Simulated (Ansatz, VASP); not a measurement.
## One calculation of BN, two programs

Contents of INCAR:

```
SYSTEM = BN
PREC = Accurate ; ENCUT = 520
EDIFF = 1E-8 ; ISMEAR = -1
SIGMA = 0.02 ; LREAL = .FALSE.
LASPH = .TRUE. ; NELM = 60
ALGO = Normal ; ISIF = 2
LWAVE = .FALSE. ; LCHARG = .FALSE.
GGA = CA ; LEFG = .TRUE.
NBANDS = 16
```

File KPOINTS:

```
regular mesh
0
G
  14 14 4
  0 0 0
```

Contents of POSCAR:

```
BN
1.0
    2.5016395345      0.0000000000      0.0000000000
   -1.2508197673      2.1664833880      0.0000000000
    0.0000000000      0.0000000000      7.3693201700
B N
2 2
Direct
    0.6666666667      0.3333333333      0.7500000000
    0.3333333333      0.6666666667      0.2500000000
    0.0000000000      0.0000000000      0.7500000000
    0.0000000000      0.0000000000      0.2500000000
```

Input for Ansatz:

```yaml
crystal:
  lattice:
    - [2.5016395345, 0.0, 0.0]
    - [-1.2508197673, 2.166483388, 0.0]
    - [0.0, 0.0, 7.36932017]
  atoms:
    - { symbol: B, position: [0.6666666667, 0.3333333333, 0.75] }
    - { symbol: B, position: [0.3333333333, 0.6666666667, 0.25] }
    - { symbol: "N", position: [0.0, 0.0, 0.75] }
    - { symbol: "N", position: [0.0, 0.0, 0.25] }
kpoints:
  mp_grid: { grid: [14, 14, 4] }
scf:
  occupations: { method: fermi_dirac, width: 0.02 }
hamiltonian:
  xc: lda
  pseudopotentials: { kind: paw }
output:
  forces: true
  stress: true
  populations: true
  efg:
    quadrupole_moments_barn: { B: 0.04059, "N": 0.02044 }
    contact_densities: true
```

Alike in both runs: task electric field gradients; functional LDA; k mesh 14 × 14 × 4; occupations fermi-dirac, width 0.02 eV; no spin polarisation.

|  | VASP | Ansatz |
| --- | --- | --- |
| version | VASP 6.6.1 | Ansatz 0.2.0 |
| potentials or method | VASP PAW LDA potentials, release 64 (B, N) | plane-wave PAW, scalar-relativistic |
| plane-wave cutoff (eV) | 520 | 420 |
| valence electrons in the cell | 16 | 16 |

|  | VASP | Ansatz | Ansatz less VASP |
| --- | --- | --- | --- |
| gap on the k mesh at the Fermi level (eV) | 3.70 | 3.71 | +0.016 |
| pressure (GPa) | -3.4 | -3.8 | -0.39 |
| traceless stress, the component that is largest in VASP (GPa) | 2.73 | 3.28 | +0.550 |
| size of Vzz on the site where it differs most (V/Å²) | 34.8 | 28.2 | -6.61 |

LDA's correlation is that of Perdew and Zunger in VASP and of Perdew and Wang (1992) in Ansatz.
